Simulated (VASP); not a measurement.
**PtSe2 (Sudovikovite): single point with PBE**

The system is PtSe2 (Sudovikovite).

```
Pt Se
1.0
     3.79704    0.00000    0.00000
    -1.89852    3.28833    0.00000
     0.00000    0.00000    5.16128
Pt Se
1 2
Direct
  0.00000 0.00000 0.00000
  0.66667 0.33333 0.75000
  0.33333 0.66667 0.25000
```

- Program: VASP 6.6.1
- Task: single point
- Functional: PBE
- Potentials or basis: VASP PAW PBE potentials, release 64 (Pt, Se)
- Cutoff: 520 eV
- k mesh: 8 × 8 × 5
- Occupations: fermi-dirac, width 0.05 eV
- Spin: no spin polarisation
- Dipole correction: no
- Further INCAR settings: ALGO = Normal; EDIFF = 1e-06; NBANDS = 18

* Pressure: -0.2 GPa
* Largest force: 0.085 eV/Å
* Band gap on the k mesh: zero (band 11 reaches 6.13 eV, above the bottom of band 12 at 5.85 eV)

Forces on the atoms (eV/Å):
```
Pt   0.000  0.000  0.000
Se   0.000  0.000  0.085
Se   0.000  0.000 -0.085
```

Stress tensor (GPa, compression positive):
```
-0.41  0.00  0.00
 0.00 -0.41  0.00
 0.00  0.00  0.34
```

Levels at points of the mesh, in eV from the Fermi level:
| k point | band 8 | band 9 | band 10 | band 11 | band 12 | band 13 | band 14 | band 15 |
| --- | --- | --- | --- | --- | --- | --- | --- | --- |
| (0.00, 0.00, 0.00) | -2.44 | -1.03 | -1.03 | 0.35 | 1.34 | 1.34 | 3.73 | 3.79 |
| (0.50, 0.00, 0.00) | -3.31 | -3.27 | -3.21 | -2.86 | 0.61 | 2.13 | 4.58 | 5.80 |

It took 18 s on 1 thread of Intel(R) Xeon(R) 6975P-C (Granite Rapids), on a shared host, peak memory 0.2 GiB.

Caveat: spin-orbit coupling is left out, which moves the levels of the heavy elements.
